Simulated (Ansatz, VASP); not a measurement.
TiBMoC2: VASP beside Ansatz

```
CELL_PARAMETERS angstrom
3.65249 0.00000 0.00000
-1.82624 3.16314 0.00000
0.00000 0.00000 5.47770
ATOMIC_POSITIONS crystal
Ti 0.00000 0.00000 0.16781
B 0.00000 0.00000 0.89769
Mo 0.00000 0.00000 0.53098
C 0.33333 0.66667 0.92922
C 0.66667 0.33333 0.92922
```

Alike in both runs: task single point; functional PBE; k mesh 6 × 6 × 4; occupations gaussian, width 0.1 eV; no spin polarisation.

```csv
,VASP,Ansatz
version,VASP 6.6.1,Ansatz 0.2.0
potentials or method,"VASP PAW PBE potentials, release 64 (Ti_sv, B, Mo_sv, C), cutoff 520 eV","scalar-relativistic, plane waves, PAW"
valence electrons in the cell,37,37
```

```tsv
	VASP	Ansatz	Ansatz less VASP
gap on the k mesh at the Fermi level (eV)	none	none	-
pressure (GPa)	17.6	16.4	-1.19
traceless stress, the component that is largest in VASP (GPa)	82.74	80.53	-2.211
rms of the force components (eV/Å)	5.538	5.497	-0.0412
```

Atom by atom the forces differ by 0.178 eV/Å (rms over components). A gap of «none» marks a metal or a gap that the smearing closes. The functional is the same, so the differences come from potentials, cutoffs and numerics.
